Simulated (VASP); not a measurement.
# K (Im-3m) in VASP: further runs

Runs on K. Level: PBEsol. Tasks: single point.

All numbers are computed with VASP 6.6.1; they aren't measurements. Logs are shortened: lines on timing, memory, paths and dates and some standing lists are left out, and cuts for length are marked.

## Step 1: The cell of the first run

The structure is cubic, space group Im-3m (No. 229). The conventional cell has a = 4.103 Å, b = 4.103 Å, c = 4.103 Å, α = 90.00°, β = 90.00°, γ = 90.00°. Within 4.7 Å of K (site symmetry m-3m) lie 14 K at 3.55 to 4.10 Å.

## Step 2: Single point, PBEsol

File INCAR:

```
SYSTEM = K
PREC     = Accurate       ! precision mode
ENCUT    = 520            ! plane-wave cutoff, eV
EDIFF    = 1E-6           ! SCF threshold, eV
ISMEAR   = -1             ! smearing method
SIGMA    = 0.05           ! smearing width, eV
LREAL    = .False.        ! projectors in reciprocal space
LASPH    = .True.         ! aspherical terms in the spheres
NELM     = 60             ! most SCF steps
ALGO     = Normal         ! electronic algorithm
ISIF     = 2              ! what is computed and relaxed
LWAVE    = .False.        ! write WAVECAR
LCHARG   = .False.        ! write CHGCAR
GGA      = PS             ! functional
NBANDS   = 10             ! bands
```

File KPOINTS:

```
Automatic mesh
0
Gamma
  7 7 7
  0 0 0
```

File POSCAR:

```
K
1.0
   -2.0515338346      2.0515338346      2.0515338346
    2.0515338346     -2.0515338346      2.0515338346
    2.0515338346      2.0515338346     -2.0515338346
K
1
Direct
    0.0000000000      0.0000000000      0.0000000000
```

Potentials or basis: VASP PAW PBE potentials, release 64 (K_sv).

Run with:

```bash
$ cat potpaw_PBE.64/K_sv/POTCAR > POTCAR
$ mpirun -np 1 vasp_std > vasp.out
```

OUTCAR:

```text
SYSTEM = K
   PREC = Accurate
   ENCUT = 520
   EDIFF = 1E-6
   ISMEAR = -1
   LREAL = .False.
   LASPH = .True.
   NELM = 60
   ISIF = 2
   GGA = PS

 ion  position               nearest neighbor table
   1  0.000  0.000  0.000-

  LATTYP: Found a body centered cubic cell.
 ALAT       =     4.1030676692

  Lattice vectors:

 A1 = (  -2.0515338346,   2.0515338346,   2.0515338346)
 A2 = (   2.0515338346,  -2.0515338346,   2.0515338346)
 A3 = (   2.0515338346,   2.0515338346,  -2.0515338346)

Analysis of symmetry for initial positions (statically):
=====================================================================
 Subroutine PRICEL returns:
 Original cell was already a primitive cell.

 Routine SETGRP: Setting up the symmetry group for a
 body centered cubic supercell.

 Subroutine GETGRP returns: Found 48 space group operations
 (whereof 48 operations were pure point group operations)
 out of a pool of 48 trial point group operations.

The static configuration has the point symmetry O_h .

Analysis of symmetry for dynamics (positions and initial velocities):
=====================================================================
 Subroutine PRICEL returns:
 Original cell was already a primitive cell.

 Routine SETGRP: Setting up the symmetry group for a
 body centered cubic supercell.

 Subroutine GETGRP returns: Found 48 space group operations
 (whereof 48 operations were pure point group operations)
 out of a pool of 48 trial point group operations.

The dynamic configuration has the point symmetry O_h .

 Subroutine INISYM returns: Found 48 space group operations
 (whereof 48 operations are pure point group operations),
 and found     1 'primitive' translations

----------------------------------------------------------------------------------------

                                     Primitive cell

  volume of cell :      34.5379

  direct lattice vectors                    reciprocal lattice vectors
    -2.051533835  2.051533835  2.051533835     0.000000000  0.243720085  0.243720085
     2.051533835 -2.051533835  2.051533835     0.243720085  0.000000000  0.243720085
     2.051533835  2.051533835 -2.051533835     0.243720085  0.243720085  0.000000000

  length of vectors
     3.553360835  3.553360835  3.553360835     0.344672249  0.344672249  0.344672249

  position of ions in fractional coordinates (direct lattice)
     0.000000000  0.000000000  0.000000000

  ion indices of the primitive-cell ions
   primitive index   ion index
                 1           1

----------------------------------------------------------------------------------------

 KPOINTS: Automatic mesh

Automatic generation of k-mesh.
 Grid dimensions read from file:
 generate k-points for:    7    7    7

 Generating k-lattice:

  Cartesian coordinates                     Fractional coordinates (reciprocal lattice)
     0.000000000  0.034817155  0.034817155     0.142857143  0.000000000  0.000000000
     0.034817155  0.000000000  0.034817155     0.000000000  0.142857143  0.000000000
     0.034817155  0.034817155  0.000000000     0.000000000  0.000000000  0.142857143

  Length of vectors
     0.049238893  0.049238893  0.049238893

  Shift w.r.t. Gamma in fractional coordinates (k-lattice)
     0.000000000  0.000000000  0.000000000

 Subroutine IBZKPT returns following result:
 ===========================================

 Found     20 irreducible k-points:

 Following reciprocal coordinates:
            Coordinates               Weight
  0.000000  0.000000  0.000000      1.000000
  0.142857  0.000000  0.000000     12.000000
  0.285714  0.000000  0.000000     12.000000
  0.428571  0.000000  0.000000     12.000000
  0.142857  0.142857  0.000000     24.000000
  0.285714  0.142857  0.000000     48.000000
[... 12 lines left out ...]
 -0.428571 -0.428571  0.285714      8.000000
 -0.428571  0.428571  0.428571      6.000000
   k-points           NKPTS =     20   k-points in BZ     NKDIM =     20   number of bands    NBANDS=     10
   number of dos      NEDOS =    301   number of ions     NIONS =      1
   total plane-waves  NPLWV =  21952
   dimension x,y,z NGX =    28 NGY =   28 NGZ =   28
   dimension x,y,z NGXF=    56 NGYF=   56 NGZF=   56
   ions per type =               1
   NGX,Y,Z   is equivalent  to a cutoff of  13.10, 13.10, 13.10 a.u.
   NGXF,Y,Z  is equivalent  to a cutoff of  26.20, 26.20, 26.20 a.u.
 SYSTEM =  K
   PREC   = accura    normal or accurate (medium, high low for compatibility)
   ISTART =      0    job   : 0-new  1-cont  2-samecut
   ICHARG =      2    charge: 1-file 2-atom 10-const
   ISPIN  =      1    spin polarized calculation?
   LNONCOLLINEAR =      F non collinear calculations
   LSORBIT =      F    spin-orbit coupling
   LASPH  =      T    aspherical Exc in radial PAW
   ENCUT  =  520.0 eV  38.22 Ry    6.18 a.u.   6.61  6.61  6.61*2*pi/ulx,y,z
   NELM   =     60;   NELMIN=  2; NELMDL= -5     # of ELM steps
   EDIFF  = 0.1E-05   stopping-criterion for ELM
   LREAL  =      F    real-space projection
[... 7 lines left out ...]
   TEBEG  =    0.0;   TEEND  =   0.0 temperature during run
   PSTRESS=    0.0 pullay stress
   NELECT =       9.0000    total number of electrons
   NUPDOWN=      -1.0000    fix difference up-down
   EMIN   =  10.00;   EMAX   =-10.00  energy-range for DOS
   EFERMI =   0.00;   METHOD = LEGACY
   ISMEAR =    -1;   SIGMA  =   0.05  broadening in eV -4-tet -1-fermi 0-gaus
   EFERMI_NEDOS =   21; number of points for ismear=-14 and -15
   IALGO  =     38    algorithm
   IMIX   =      4    mixing-type and parameters
     AMIX     =   0.40;   BMIX     =  1.00
     AMIX_MAG =   1.60;   BMIX_MAG =  1.00
  volume/ion in A,a.u.               =      34.54       233.07
  Fermi-wavevector in a.u.,A,eV,Ry     =   1.045660  1.976010 14.876664  1.093404
  Thomas-Fermi vector in A             =   2.180465
   LORBIT       =      0    0 simple, 1 ext, 2 COOP (PROOUT), +10 PAW based schemes
   GGA     = PS    functional components
   LHFCALC =     F    Hartree Fock is set to
   AEXX    =    0.0000 exact exchange contribution
   IVDW    =     0    specifies the selected vdW correction
   LEPSILON=     F    determine dielectric tensor
   LRPA    =     F    only Hartree local field effects (RPA)
 non-spin polarized calculation
  energy-cutoff  :      520.00
  volume of cell :       34.54
 maximum number of plane-waves:       959
   NGX = 13   NGY = 13   NGZ = 13

 number of electron       9.0000001 magnetization

 Free energy of the ion-electron system (eV)
  ---------------------------------------------------
  ext. energy  EPLUGINS =         0.00000000
  ---------------------------------------------------
  free energy    TOTEN  =        -0.49413565 eV

  energy without entropy =       -0.48572221  energy(sigma->0) =       -0.48992893

 E-fermi :   2.3616     XC(G=0):  -8.0005

 val. band max:        2.3460809741   @ k =  -0.2857   0.4286   0.1429
 cond. band min:       2.4330629192   @ k =  -0.4286   0.4286   0.1429
 fundamental gap:      0.0869819451
 Fermi energy:         2.3615847580

 k-point     1 :       0.0000    0.0000    0.0000
  band No.  band energies     occupation
      1     -29.7386      2.00000
      2     -12.9549      2.00000
      3     -12.9549      2.00000
      4     -12.9549      2.00000
      5      -1.0026      2.00000
      6       6.9861      0.00000
      7       6.9861      0.00000
      8       6.9861      0.00000
      9       8.6044      0.00000
     10       8.6044      0.00000

 k-point     2 :       0.1429    0.0000    0.0000
  band No.  band energies     occupation
      1     -29.7184      2.00000
      2     -13.1052      2.00000
      3     -12.9960      2.00000
      4     -12.9569      2.00000
      5      -0.5022      2.00000
      6       6.4802      0.00000
      7       6.5319      0.00000
      8       7.4606      0.00000
      9       8.1994      0.00000
     10       8.5690      0.00000

 k-point     3 :       0.2857    0.0000    0.0000
  band No.  band energies     occupation
      1     -29.6725      2.00000
      2     -13.4221      2.00000
      3     -13.0866      2.00000
      4     -12.9617      2.00000
      5       0.7581      2.00000
      6       5.1037      0.00000
      7       5.7573      0.00000
      8       8.4764      0.00000
      9       8.7282      0.00000
     10       8.8026      0.00000

 k-point     4 :       0.4286    0.0000    0.0000
  band No.  band energies     occupation
      1     -29.6353      2.00000
      2     -13.6586      2.00000
      3     -13.1576      2.00000
      4     -12.9657      2.00000
      5       2.0553      1.99564
      6       4.1478      0.00000
      7       5.2724      0.00000
      8       8.6845      0.00000
      9       9.2751      0.00000
     10      10.6393      0.00000
[... 170 lines left out ...]
 k-point    18 :      -0.4286    0.4286    0.2857
  band No.  band energies     occupation
      1     -29.5896      2.00000
      2     -13.5132      2.00000
      3     -13.3190      2.00000
      4     -13.2606      2.00000
      5       2.9605      0.00001
      6       3.5723      0.00000
      7       6.7196      0.00000
      8       6.8407      0.00000
      9       8.8109      0.00000
     10      10.2405      0.00000

 k-point    19 :      -0.4286   -0.4286    0.2857
  band No.  band energies     occupation
      1     -29.5762      2.00000
      2     -13.4537      2.00000
      3     -13.4537      2.00000
      4     -13.2721      2.00000
      5       3.2436      0.00000
      6       3.2436      0.00000
      7       6.2742      0.00000
      8       8.4135      0.00000
      9       8.4135      0.00000
     10      11.2888      0.00000

 k-point    20 :      -0.4286    0.4286    0.4286
  band No.  band energies     occupation
      1     -29.5641      2.00000
      2     -13.4379      2.00000
      3     -13.4054      2.00000
      4     -13.4054      2.00000
      5       2.9813      0.00001
      6       3.1000      0.00000
      7       8.1081      0.00000
      8       8.1081      0.00000
      9       8.3465      0.00000
     10      10.3214      0.00000

------------------------ aborting loop because EDIFF is reached ----------------------------------------

  FORCE on cell =-STRESS in cart. coord.  units (eV):
  Direction    XX          YY          ZZ          XY          YZ          ZX
  --------------------------------------------------------------------------------------
  -------------------------------------------------------------------------------------
  Total        2.1557251      2.1557251      2.1557251      0.0000000      0.0000000      0.0000000
  in kB      100.0018241    100.0018241    100.0018241      0.0000000      0.0000000      0.0000000
  external PRESSURE =     100.0018241 kB  Pullay stress =       0.0000000 kB

 VOLUME and BASIS-vectors are now :
 -----------------------------------------------------------------------------
  energy-cutoff  :      520.00
  volume of cell :       34.54
      direct lattice vectors                 reciprocal lattice vectors
    -2.051533835  2.051533835  2.051533835     0.000000000  0.243720085  0.243720085
     2.051533835 -2.051533835  2.051533835     0.243720085  0.000000000  0.243720085
     2.051533835  2.051533835 -2.051533835     0.243720085  0.243720085  0.000000000

 POSITION                                       TOTAL-FORCE (eV/Angst)
 -----------------------------------------------------------------------------------
      0.00000      0.00000      0.00000         0.000000     -0.000000      0.000000
 -----------------------------------------------------------------------------------
    total drift:                               -0.000000     -0.000000     -0.000000

  FREE ENERGIE OF THE ION-ELECTRON SYSTEM (eV)
  ---------------------------------------------------
  free  energy   TOTEN  =        -0.4941356539 eV

  energy  without entropy=       -0.4857222145  energy(sigma->0) =       -0.48992893
```

Run time: 4.1 s. Hardware: 1 thread of Intel Xeon 6975P-C (Granite Rapids), shared host; peak memory 0.14 GiB.

Results:

```yaml
Free_energy: -0.4941 eV
Pressure: 10.0 GPa
```

Caveat: the PAW data sets were made with another functional, which shifts forces and pressure a little.

## Step 3: Single point, PBEsol

This run uses another cell than the first one, of 42.27 Å³/atom, 1.224 times its volume.

File INCAR:

```
SYSTEM = K
PREC = Accurate
ENCUT = 520
EDIFF = 1E-6
ISMEAR = -1
SIGMA = 0.05
LREAL = .FALSE.
LASPH = .TRUE.
NELM = 60
ALGO = Normal
ISIF = 2
LWAVE = .FALSE.
LCHARG = .FALSE.
GGA = PS
NBANDS = 10
```

File KPOINTS:

```
Automatic mesh
0
G
  7 7 7
  0 0 0
```

File POSCAR:

```
K
1.0
   -2.1944277644      2.1944277644      2.1944277644
    2.1944277644     -2.1944277644      2.1944277644
    2.1944277644      2.1944277644     -2.1944277644
K
1
Direct
    0.0000000000      0.0000000000      0.0000000000
```

Potentials or basis: VASP PAW PBE potentials, release 64 (K_sv).

Run with:

```bash
$ cat potpaw_PBE.64/K_sv/POTCAR > POTCAR
$ mpirun -np 1 vasp_std > vasp.out
```

Wall time 4.8 s (1 thread of Intel Xeon 6975P-C (Granite Rapids), shared host); peak memory 0.15 GiB.

Results (log left out):

```yaml
Free_energy: -0.8422 eV
Pressure: 5.0 GPa
```

Levels at points of the mesh, in eV from the Fermi level:
```csv
k point,band 2,band 3,band 4,band 5,band 6,band 7,band 8,band 9
"(0.00, 0.00, 0.00)",-15.27,-15.27,-15.27,-3.03,4.65,4.65,4.65,6.03
```

Caveat: the PAW data sets were made with another functional, which shifts forces and pressure a little.
